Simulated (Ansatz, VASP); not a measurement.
# Sn: VASP beside Ansatz

INCAR

```
PREC = Accurate
ENCUT = 520
EDIFF = 1E-7
ISMEAR = 0
SIGMA = 0.15
LREAL = False
LASPH = True
NELM = 60
ALGO = Fast
ISIF = 2
LWAVE = False
LCHARG = True
GGA = PE
IVDW = 12
LELF = True
LVHAR = True
NBANDS = 13
```

KPOINTS

```
regular mesh
0
Gamma
  20 20 20
```

Contents of POSCAR:

```
Sn
1.0
   -1.7359942956      1.7359942956      2.2567925842
    1.7359942956     -1.7359942956      2.2567925842
    1.7359942956      1.7359942956     -2.2567925842
Sn
1
Direct
    0.0000000000      0.0000000000      0.0000000000
```

Input for Ansatz:

```yaml
crystal:
  lattice:
    - [-1.7359942956, 1.7359942956, 2.2567925842]
    - [1.7359942956, -1.7359942956, 2.2567925842]
    - [1.7359942956, 1.7359942956, -2.2567925842]
  atoms:
    - { symbol: Sn, position: [0.0, 0.0, 0.0] }
basis:
  ecutwfc: 420
kpoints:
  mp_grid: { grid: [20, 20, 20] }
hamiltonian:
  xc: pbe
  dispersion: d3bj
scf:
  occupations: { method: gaussian, width: 0.15 }
output:
  forces: true
  stress: true
  eigenvalues: true
```

Alike in both runs: task single point; functional PBE; dispersion D3(BJ); k mesh 20 × 20 × 20; occupations gaussian, width 0.15 eV; no spin polarisation.

|  | VASP | Ansatz |
| --- | --- | --- |
| version | VASP 6.6.1 | Ansatz 0.2.0 |
| potentials or method | VASP PAW PBE potentials, release 64 (Sn_d), cutoff 520 eV | scalar-relativistic, plane waves, PAW |
| valence electrons in the cell | 14 | 14 |

```tsv
	VASP	Ansatz	Ansatz less VASP
gap on the k mesh at the Fermi level (eV)	none	none	-
pressure (GPa)	-0.9	-0.9	+0.07
traceless stress, the component that is largest in VASP (GPa)	-0.13	-0.14	-0.002
```

A gap of «none» marks a metal or a gap that the smearing closes.
